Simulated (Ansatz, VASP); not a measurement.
**HfN: VASP beside Ansatz**

```
Hf N
1.0
     0.00000    2.25116    2.25116
     2.25116    0.00000    2.25116
     2.25116    2.25116    0.00000
Hf N
1 1
Cartesian
  0.0000 0.0000 0.0000
  2.2512 2.2512 2.2512
```

Alike in both runs: functional PBEsol; k mesh 16 × 16 × 16; occupations fermi-dirac, width 0.15 eV; no spin polarisation.

Ansatz relaxed the structure, and its values are those at the end. VASP's run is a single point on that final structure, the one shown.

|  | VASP | Ansatz |
| --- | --- | --- |
| version | VASP 6.6.1 | Ansatz 0.2.0 |
| potentials or method | VASP PAW PBE potentials, release 64 (Hf_pv, N), cutoff 520 eV | scalar-relativistic, plane waves, PAW |
| valence electrons in the cell | 15 | 31 |

|  | VASP | Ansatz | Ansatz less VASP |
| --- | --- | --- | --- |
| gap on the k mesh at the Fermi level (eV) | none | none | - |
| pressure (GPa) | -2.2 | 0.0 | +2.18 |

VASP's potentials were made for PBE, not for PBEsol. A gap of «none» marks a metal or a gap that the smearing closes. VASP's potentials hold 15 valence electrons a cell and Ansatz's 31, so a difference there can come from the potentials and not from the codes.

Spin-orbit coupling is off throughout.
